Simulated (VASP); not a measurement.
Set up this calculation in VASP 6.6.1, as the native input.

| Item | Value |
| --- | --- |
| Task | single point |
| Functional | PBEsol |
| Potentials or basis | VASP PAW PBE potentials, release 64 (Ir_sv_GW) |
| Cutoff | 560 eV |
| k mesh | 18 × 18 × 10 |
| Occupations | gaussian, width 0.1 eV |
| Spin | no spin polarisation |
| Dipole correction | no |
| Further INCAR settings | ALGO = Normal; EDIFF = 1e-06; NBANDS = 24 |

The structure of Ir lies in POSCAR:

```
Ir
1.0
    2.6910234623      0.0000000000      0.0000000000
   -1.3455117311      2.3304946805      0.0000000000
    0.0000000000      0.0000000000      4.3652377000
Ir
2
Direct
    0.6666666667      0.3333333333      0.7500000000
    0.3333333333      0.6666666667      0.2500000000
```

This isn't the form of Ir at room conditions, which is fcc.

One way to write it, as run:

INCAR

```
PREC = Accurate
ENCUT = 560
EDIFF = 1E-6
ISMEAR = 0
SIGMA = 0.1
LREAL = False
LASPH = True
NELM = 120
ALGO = Normal
ISIF = 2
LWAVE = False
LCHARG = True
GGA = PS
LELF = True
LVHAR = True
NBANDS = 24
GGA_COMPAT = False
```

KPOINTS

```
Automatic mesh
0
Gamma
  18 18 10
```

Potentials or basis: VASP PAW PBE potentials, release 64 (Ir_sv_GW).

Command:

```console
$ cat potpaw_PBE.64/Ir_sv_GW/POTCAR > POTCAR
$ mpirun -np 1 vasp_std > vasp.out
```

Results of the run:

```yaml
Pressure: 10.7 GPa
Band_gap_on_the_k_mesh: zero (bands 17 and 18 overlap by 3.56 eV)
```

Caveat: the cell stands under pressure; the PAW data sets were made with another functional, which shifts forces and pressure a little; spin-orbit coupling is left out, which moves the levels of the heavy elements.

Run time: 46 s on 1 thread of Intel(R) Xeon(R) 6975P-C (Granite Rapids), with other jobs on the host, peak memory 0.26 GiB.
